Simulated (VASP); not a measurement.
MgO: single point with r2SCAN

The system is MgO.

```xyz
2
Lattice="-0.0373 2.1069 2.1069 2.1069 -0.0373 2.1069 2.1069 2.1069 -0.0373" Properties=species:S:1:pos:R:3 pbc="T T T"
Mg    0.0000    0.0000    0.0000
O     2.0883    2.0883    2.0883
```

This cell differs from its parent crystal: epitaxial 111 strain +2.0%.

```json
{"Program": "VASP 6.6.1", "Task": "single point", "Functional": "r2SCAN", "Potentials or basis": "VASP PAW PBE potentials, release 64 (Mg, O)", "Cutoff": "520 eV", "k mesh": "10 × 10 × 10", "Occupations": "gaussian, width 0.01 eV", "Spin": "no spin polarisation", "Dipole correction": "no", "Further INCAR settings": "ALGO = Normal; EDIFF = 1e-07; NBANDS = 11"}
```

```json
{
  "Pressure": "-6.3 GPa",
  "Band gap on the k mesh": "5.19 eV, direct"
}
```

Stress tensor (GPa, compression positive):
```
-6.25  2.58  2.58
 2.58 -6.25  2.58
 2.58  2.58 -6.25
```

Levels at points of the mesh, in eV from the valence-band top:
```csv
k point,band 1,band 2,band 3,band 4,band 5,band 6,band 7,band 8,band 9
"(0.00, 0.00, 0.00)",-18.19,-0.19,-0.19,0.00,5.19,16.29,16.29,17.08,20.59
"(0.50, 0.00, 0.00)",-17.03,-4.65,-0.80,-0.66,8.54,13.24,16.96,17.32,21.89
"(0.50, 0.50, 0.00)",-16.77,-4.12,-1.57,-1.36,9.81,10.68,13.84,19.62,20.00
"(0.50, 0.50, 0.50)",-16.95,-4.52,-0.88,-0.88,8.31,13.65,16.62,16.62,21.57
```

Run time: 29 s on 1 thread of Intel(R) Xeon(R) 6975P-C (Granite Rapids), with other jobs on the host, peak memory 0.16 GiB.

Caveat: the cell differs from its parent crystal (epitaxial 111 strain +2.0%); the PAW data sets were made with another functional, which shifts forces and pressure a little.
